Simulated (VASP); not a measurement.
# TiN (Fm-3m) in VASP: a series of runs

The runs below take TiN through single point, with PBEsol.

Program: VASP 6.6.1. These are calculated values, not measurements. Logs are shortened: lines on timing, memory, paths and dates and some standing lists are left out, and cuts for length are marked.

## 1. The cell of the first run

It takes space group Fm-3m (No. 225, cubic). The conventional cell has a = 4.161 Å, b = 4.161 Å, c = 4.161 Å, α = 90.00°, β = 90.00°, γ = 90.00°. Ti (site symmetry m-3m) has 6 N at 2.08 Å within 2.8 Å. Within 2.8 Å of N (site symmetry m-3m) lie 6 Ti at 2.08 Å.

## 2. Single point, PBEsol (9.01 Å³/atom)

The input, INCAR:

```
PREC     = Accurate       # precision mode
ENCUT    = 600            # plane-wave cutoff, eV
EDIFF    = 1E-6           # SCF threshold, eV
ISMEAR   = 0              # smearing method
SIGMA    = 0.1            # smearing width, eV
LREAL    = F              # projectors in reciprocal space
LASPH    = T              # aspherical terms in the spheres
NELM     = 120            # most SCF steps
ALGO     = Normal         # electronic algorithm
ISIF     = 2              # what is computed and relaxed
LWAVE    = F              # write WAVECAR
LCHARG   = F              # write CHGCAR
GGA      = PS             # functional
NBANDS   = 16             # bands
GGA_COMPAT= F
```

The input, KPOINTS:

```
Automatic mesh
0
Gamma
  18 18 18
```

The input, POSCAR:

```
TiN
1.0
    0.0000000000      2.0807329341      2.0807329341
    2.0807329341      0.0000000000      2.0807329341
    2.0807329341      2.0807329341      0.0000000000
Ti N
1 1
Direct
    0.0000000000      0.0000000000      0.0000000000
    0.5000000000      0.5000000000      0.5000000000
```

Potentials or basis: VASP PAW PBE potentials, release 64 (Ti_sv, N).

Command:

```sh
$ cat potpaw_PBE.64/Ti_sv/POTCAR potpaw_PBE.64/N/POTCAR > POTCAR
$ mpirun -np 1 vasp_std > vasp.out
```

OUTCAR:

```text
PREC = Accurate
   ENCUT = 600
   EDIFF = 1E-6
   ISMEAR = 0
   LREAL = F
   LASPH = T
   NELM = 120
   ISIF = 2
   GGA = PS

 ion  position               nearest neighbor table
   1  0.000  0.000  0.000-   2 2.08   2 2.08   2 2.08   2 2.08   2 2.08   2 2.08
   2  0.500  0.500  0.500-   1 2.08   1 2.08   1 2.08   1 2.08   1 2.08   1 2.08

  LATTYP: Found a face centered cubic cell.
 ALAT       =     4.1614658682

  Lattice vectors:

 A1 = (   0.0000000000,   2.0807329341,   2.0807329341)
 A2 = (   2.0807329341,   0.0000000000,   2.0807329341)
 A3 = (   2.0807329341,   2.0807329341,   0.0000000000)

Analysis of symmetry for initial positions (statically):
=====================================================================
 Subroutine PRICEL returns:
 Original cell was already a primitive cell.

 Routine SETGRP: Setting up the symmetry group for a
 face centered cubic supercell.

 Subroutine GETGRP returns: Found 48 space group operations
 (whereof 48 operations were pure point group operations)
 out of a pool of 48 trial point group operations.

The static configuration has the point symmetry O_h .

Analysis of symmetry for dynamics (positions and initial velocities):
=====================================================================
 Subroutine PRICEL returns:
 Original cell was already a primitive cell.

 Routine SETGRP: Setting up the symmetry group for a
 face centered cubic supercell.

 Subroutine GETGRP returns: Found 48 space group operations
 (whereof 48 operations were pure point group operations)
 out of a pool of 48 trial point group operations.

The dynamic configuration has the point symmetry O_h .

 Subroutine INISYM returns: Found 48 space group operations
 (whereof 48 operations are pure point group operations),
 and found     1 'primitive' translations

----------------------------------------------------------------------------------------

                                     Primitive cell

  volume of cell :      18.0169

  direct lattice vectors                    reciprocal lattice vectors
     0.000000000  2.080732934  2.080732934    -0.240299940  0.240299940  0.240299940
     2.080732934  0.000000000  2.080732934     0.240299940 -0.240299940  0.240299940
     2.080732934  2.080732934  0.000000000     0.240299940  0.240299940 -0.240299940

  length of vectors
[... 80 lines left out ...]
   ENCUT  =  600.0 eV  44.10 Ry    6.64 a.u.   5.88  5.88  5.88*2*pi/ulx,y,z
   NELM   =    120;   NELMIN=  2; NELMDL= -5     # of ELM steps
   EDIFF  = 0.1E-05   stopping-criterion for ELM
   LREAL  =      F    real-space projection
   EDIFFG = 0.1E-04   stopping-criterion for IOM
   NSW    =      0    number of steps for IOM
   IBRION =     -1    ionic relax: 0-MD 1-quasi-New 2-CG
   NFREE  =      0    steps in history (QN), initial steepest desc. (CG)
   ISIF   =      2    stress and relaxation
   ISYM   =      2    0-nonsym 1-usesym 2-fastsym
   POTIM  = 0.5000    time-step for ionic-motion
   TEBEG  =    0.0;   TEEND  =   0.0 temperature during run
   PSTRESS=    0.0 pullay stress
   NELECT =      17.0000    total number of electrons
   NUPDOWN=      -1.0000    fix difference up-down
   EMIN   =  10.00;   EMAX   =-10.00  energy-range for DOS
   EFERMI =   0.00;   METHOD = LEGACY
   ISMEAR =     0;   SIGMA  =   0.10  broadening in eV -4-tet -1-fermi 0-gaus
   EFERMI_NEDOS =   21; number of points for ismear=-14 and -15
   IALGO  =     38    algorithm
   IMIX   =      4    mixing-type and parameters
     AMIX     =   0.40;   BMIX     =  1.00
     AMIX_MAG =   1.60;   BMIX_MAG =  1.00
  volume/ion in A,a.u.               =       9.01        60.79
  Fermi-wavevector in a.u.,A,eV,Ry     =   1.605701  3.034336 35.079590  2.578277
  Thomas-Fermi vector in A             =   2.702006
   LORBIT       =      0    0 simple, 1 ext, 2 COOP (PROOUT), +10 PAW based schemes
   GGA     = PS    functional components
   LHFCALC =     F    Hartree Fock is set to
   AEXX    =    0.0000 exact exchange contribution
   IVDW    =     0    specifies the selected vdW correction
   LEPSILON=     F    determine dielectric tensor
   LRPA    =     F    only Hartree local field effects (RPA)
 non-spin polarized calculation
 Gauss-broadening in eV      SIGMA  =   0.10
  energy-cutoff  :      600.00
  volume of cell :       18.02
 maximum number of plane-waves:       620
   NGX = 11   NGY = 11   NGZ = 11

 number of electron      16.9999998 magnetization

 Free energy of the ion-electron system (eV)
  ---------------------------------------------------
  ext. energy  EPLUGINS =         0.00000000
  ---------------------------------------------------
  free energy    TOTEN  =       -20.76470997 eV

  energy without entropy =      -20.76088081  energy(sigma->0) =      -20.76279539

 E-fermi :  12.0997     XC(G=0): -13.5425

 val. band max:       12.0600681465   @ k =  -0.1667   0.1111   0.0000
 cond. band min:      12.1074368827   @ k =   0.4444   0.2222   0.1111
 fundamental gap:      0.0473687362
 Fermi energy:        12.0997482109

 k-point     1 :       0.0000    0.0000    0.0000
  band No.  band energies     occupation
      1     -45.4234      2.00000
      2     -21.4565      2.00000
      3     -21.4565      2.00000
      4     -21.4565      2.00000
      5      -5.2901      2.00000
      6      10.0098      2.00000
[... 433 lines left out ...]
      3     -21.5159      2.00000
      4     -21.4780      2.00000
      5      -4.1300      2.00000
      6       6.3982      2.00000
[... 8 lines left out ...]
     15      25.4691      0.00000
     16      29.7882      0.00000

 [... further k-points ...]

------------------------ aborting loop because EDIFF is reached ----------------------------------------

  FORCE on cell =-STRESS in cart. coord.  units (eV):
  Direction    XX          YY          ZZ          XY          YZ          ZX
  --------------------------------------------------------------------------------------
  -------------------------------------------------------------------------------------
  Total        1.1360597      1.1360597      1.1360597      0.0000000      0.0000000     -0.0000000
  in kB      101.0258969    101.0258969    101.0258969      0.0000000      0.0000000     -0.0000000
  external PRESSURE =     101.0258969 kB  Pullay stress =       0.0000000 kB

 VOLUME and BASIS-vectors are now :
 -----------------------------------------------------------------------------
  energy-cutoff  :      600.00
  volume of cell :       18.02
      direct lattice vectors                 reciprocal lattice vectors
     0.000000000  2.080732934  2.080732934    -0.240299940  0.240299940  0.240299940
     2.080732934  0.000000000  2.080732934     0.240299940 -0.240299940  0.240299940
     2.080732934  2.080732934  0.000000000     0.240299940  0.240299940 -0.240299940

 POSITION                                       TOTAL-FORCE (eV/Angst)
 -----------------------------------------------------------------------------------
      0.00000      0.00000      0.00000         0.000000      0.000000     -0.000000
      2.08073      2.08073      2.08073         0.000000      0.000000      0.000000
 -----------------------------------------------------------------------------------
    total drift:                                0.000000     -0.000000     -0.000000

  FREE ENERGIE OF THE ION-ELECTRON SYSTEM (eV)
  ---------------------------------------------------
  free  energy   TOTEN  =       -20.7647099679 eV

  energy  without entropy=      -20.7608808142  energy(sigma->0) =      -20.76279539
```

OSZICAR:

```text
N       E                     dE             d eps       ncg     rms          rms(c)
DAV:   1     0.141125651504E+03    0.14113E+03   -0.89922E+03  6264   0.141E+03
DAV:   2    -0.169642268298E+02   -0.15809E+03   -0.14796E+03  6680   0.373E+02
DAV:   3    -0.254549807842E+02   -0.84908E+01   -0.83946E+01  8216   0.884E+01
DAV:   4    -0.256648256519E+02   -0.20984E+00   -0.20960E+00  7648   0.128E+01
DAV:   5    -0.256691661772E+02   -0.43405E-02   -0.43404E-02  7496   0.165E+00    0.198E+01
DAV:   6    -0.210723347822E+02    0.45968E+01   -0.11828E+01  8304   0.548E+01    0.698E+00
DAV:   7    -0.207988654911E+02    0.27347E+00   -0.13602E+00  7184   0.149E+01    0.557E+00
DAV:   8    -0.209442031410E+02   -0.14534E+00   -0.86228E-01  8880   0.136E+01    0.619E+00
DAV:   9    -0.207737208072E+02    0.17048E+00   -0.23098E-01  7512   0.773E+00    0.159E+00
DAV:  10    -0.207675749511E+02    0.61459E-02   -0.35154E-02  7648   0.221E+00    0.366E-01
DAV:  11    -0.207647305360E+02    0.28444E-02   -0.51544E-03  8384   0.745E-01    0.150E-01
DAV:  12    -0.207647570921E+02   -0.26556E-04   -0.49449E-04  6520   0.241E-01    0.913E-02
DAV:  13    -0.207647220660E+02    0.35026E-04   -0.22151E-04  7360   0.245E-01    0.235E-02
DAV:  14    -0.207647105757E+02    0.11490E-04   -0.17852E-05  8192   0.576E-02    0.992E-03
DAV:  15    -0.207647099679E+02    0.60777E-06   -0.31664E-06  8056   0.200E-02
   1 F= -.20764710E+02 E0= -.20762795E+02  d E =-.382915E-02
```

Run time: 69 s. Hardware: 1 thread of Intel Xeon 8259CL, shared host; peak memory 0.19 GiB.

What came out:

- Free energy: -20.7647 eV
- Pressure: 10.1 GPa
- Band gap on the k mesh: zero (an odd number of electrons rules out a gap without spin polarisation)

Caveat: the cell stands under pressure; the PAW data sets were made with another functional, which shifts forces and pressure a little.

## 3. Single point, PBEsol

This run uses another cell than the first one, of 9.51 Å³/atom.

The input, INCAR:

```
SYSTEM = TiN
ALGO = Normal ; EDIFF = 1E-6
ENCUT = 600 ; GGA = PS
GGA_COMPAT = .FALSE. ; ISIF = 2
ISMEAR = 0 ; LASPH = .TRUE.
LCHARG = .TRUE. ; LELF = .TRUE.
LREAL = .FALSE. ; LVHAR = .TRUE.
LWAVE = .FALSE. ; NBANDS = 16
NELM = 120 ; PREC = Accurate
SIGMA = 0.1
```

The input, KPOINTS:

```
k-points
0
G
  18 18 18
  0 0 0
```

The input, POSCAR:

```
TiN
1.0
    0.0000000000      2.1190000000      2.1190000000
    2.1190000000      0.0000000000      2.1190000000
    2.1190000000      2.1190000000      0.0000000000
Ti N
1 1
Direct
    0.0000000000      0.0000000000      0.0000000000
    0.5000000000      0.5000000000      0.5000000000
```

Potentials or basis: VASP PAW PBE potentials, release 64 (Ti_sv, N).

Command:

```sh
$ cat potpaw_PBE.64/Ti_sv/POTCAR potpaw_PBE.64/N/POTCAR > POTCAR
$ mpirun -np 1 vasp_std > vasp.out
```

OUTCAR:

```text
SYSTEM = TiN
   EDIFF = 1E-6
   ENCUT = 600
   GGA = PS
   ISIF = 2
   ISMEAR = 0
   LASPH = .TRUE.
   LREAL = .FALSE.
   NELM = 120
   PREC = Accurate

 ion  position               nearest neighbor table
   1  0.000  0.000  0.000-   2 2.12   2 2.12   2 2.12   2 2.12   2 2.12   2 2.12
   2  0.500  0.500  0.500-   1 2.12   1 2.12   1 2.12   1 2.12   1 2.12   1 2.12

  LATTYP: Found a face centered cubic cell.
 ALAT       =     4.2380000000

  Lattice vectors:

 A1 = (   0.0000000000,   2.1190000000,   2.1190000000)
 A2 = (   2.1190000000,   0.0000000000,   2.1190000000)
 A3 = (   2.1190000000,   2.1190000000,   0.0000000000)

Analysis of symmetry for initial positions (statically):
=====================================================================
 Subroutine PRICEL returns:
 Original cell was already a primitive cell.

 Routine SETGRP: Setting up the symmetry group for a
 face centered cubic supercell.

 Subroutine GETGRP returns: Found 48 space group operations
 (whereof 48 operations were pure point group operations)
 out of a pool of 48 trial point group operations.

[... 161 lines left out ...]

 E-fermi :  11.3422     XC(G=0): -13.2370

 val. band max:       11.3085106489   @ k =  -0.1667   0.1111   0.0000
 cond. band min:      11.3499062683   @ k =  -0.4444   0.2778   0.0556
 fundamental gap:      0.0413956194
 Fermi energy:        11.3421661333

 k-point     1 :       0.0000    0.0000    0.0000
  band No.  band energies     occupation
      1     -46.2586      2.00000
      2     -22.3369      2.00000
      3     -22.3369      2.00000
      4     -22.3369      2.00000
      5      -5.7111      2.00000
      6       9.3236      2.00000
[... 433 lines left out ...]
      3     -22.3864      2.00000
      4     -22.3557      2.00000
      5      -4.6531      2.00000
      6       5.8586      2.00000
[... 8 lines left out ...]
     15      24.2535      0.00000
     16      28.3636      0.00000

 [... further k-points ...]

------------------------ aborting loop because EDIFF is reached ----------------------------------------

  FORCE on cell =-STRESS in cart. coord.  units (eV):
  Direction    XX          YY          ZZ          XY          YZ          ZX
  --------------------------------------------------------------------------------------
  -------------------------------------------------------------------------------------
  Total       -0.7824465     -0.7824465     -0.7824465      0.0000000      0.0000000      0.0000000
  in kB      -65.8782938    -65.8782938    -65.8782938      0.0000000      0.0000000      0.0000000
  external PRESSURE =     -65.8782938 kB  Pullay stress =       0.0000000 kB

 VOLUME and BASIS-vectors are now :
 -----------------------------------------------------------------------------
  energy-cutoff  :      600.00
  volume of cell :       19.03
      direct lattice vectors                 reciprocal lattice vectors
     0.000000000  2.119000000  2.119000000    -0.235960359  0.235960359  0.235960359
     2.119000000  0.000000000  2.119000000     0.235960359 -0.235960359  0.235960359
     2.119000000  2.119000000  0.000000000     0.235960359  0.235960359 -0.235960359

 POSITION                                       TOTAL-FORCE (eV/Angst)
 -----------------------------------------------------------------------------------
      0.00000      0.00000      0.00000         0.000000     -0.000000     -0.000000
      2.11900      2.11900      2.11900        -0.000000      0.000000      0.000000
 -----------------------------------------------------------------------------------
    total drift:                                0.000000     -0.000000     -0.000000

  FREE ENERGIE OF THE ION-ELECTRON SYSTEM (eV)
  ---------------------------------------------------
  free  energy   TOTEN  =       -20.7755641762 eV

  energy  without entropy=      -20.7713936687  energy(sigma->0) =      -20.77347892
```

stdout:

```text
POSCAR found type information on POSCAR TiN
 POSCAR found :  2 types and       2 ions
 scaLAPACK will be used
 -----------------------------------------------------------------------------
|                                                                             |
|                                                                             |
|     You enforced a specific xc type in the INCAR file but a different       |
|     I HOPE YOU KNOW WHAT YOU ARE DOING!                                     |
|                                                                             |
 -----------------------------------------------------------------------------

 LDA part: xc-table for (Slater+PW92), standard interpolation
 POSCAR, INCAR and KPOINTS ok, starting setup
 FFT: planning ... GRIDC
 FFT: planning ... GRID_SOFT
 FFT: planning ... GRID
 WAVECAR not read
 entering main loop
```

Wall time 75 s (1 thread of Intel Xeon 8259CL, shared host); peak memory 0.19 GiB.

Results:

```yaml
Free_energy: -20.7756 eV
Pressure: -6.6 GPa
Band_gap_on_the_k_mesh: zero (an odd number of electrons rules out a gap without spin polarisation)
```

Levels at points of the mesh, in eV from the Fermi level:
```
           k point  band 7  band 8  band 9  band 10  band 11  band 12
(0.00, 0.00, 0.00)   -2.02   -2.02   -0.63    -0.63    -0.63     0.58
(0.50, 0.00, 0.00)   -5.50   -5.50    1.71     1.71     2.39     5.80
(0.50, 0.50, 0.00)   -3.22   -3.22   -3.12     1.66     2.43     2.43
```

Caveat: the cell stands under tension; the PAW data sets were made with another functional, which shifts forces and pressure a little.
